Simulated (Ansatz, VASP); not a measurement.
## One calculation of Hf, two programs

```
Hf
1.0
     0.00000    6.18497    0.00000
    -5.35634   -3.09249    0.00000
     0.00000    0.00000   23.30680
Hf
12
Cartesian
  -0.8927 1.5462 7.0000
  -3.5709 0.0000 7.0000
  -0.8927 4.6387 7.0000
  -3.5709 3.0925 7.0000
  -1.7946 -0.0065 9.4292
  -4.4647 -1.5351 9.4292
  -1.7854 3.0925 9.4202
  -4.4534 1.5416 9.4292
  -0.8997 1.5367 11.9818
  -3.5709 0.0000 11.9899
  -0.8809 4.6375 11.9818
  -3.5757 3.1033 11.9818
```

Alike in both runs: task single point; functional PBE; dispersion D3(BJ); k mesh 6 × 6 × 1; occupations methfessel-paxton of order 1, width 0.1 eV; no spin polarisation.

|  | VASP | Ansatz |
| --- | --- | --- |
| version | VASP 6.6.1 | Ansatz 0.2.0 |
| potentials or method | VASP PAW PBE potentials, release 64 (Hf_pv), cutoff 400 eV | scalar-relativistic, plane waves, PAW |
| valence electrons in the cell | 120 | 312 |

|  | VASP | Ansatz | Ansatz less VASP |
| --- | --- | --- | --- |
| gap on the k mesh at the Fermi level (eV) | none | none | - |
| rms of the force components (eV/Å) | 0.166 | 0.168 | +0.0025 |

Atom by atom the forces differ by 0.019 eV/Å (rms over components). A gap of «none» marks a metal or a gap that the smearing closes. VASP's potentials hold 120 valence electrons a cell and Ansatz's 312, so a difference there can come from the potentials and not from the codes.

Spin-orbit coupling is off throughout.
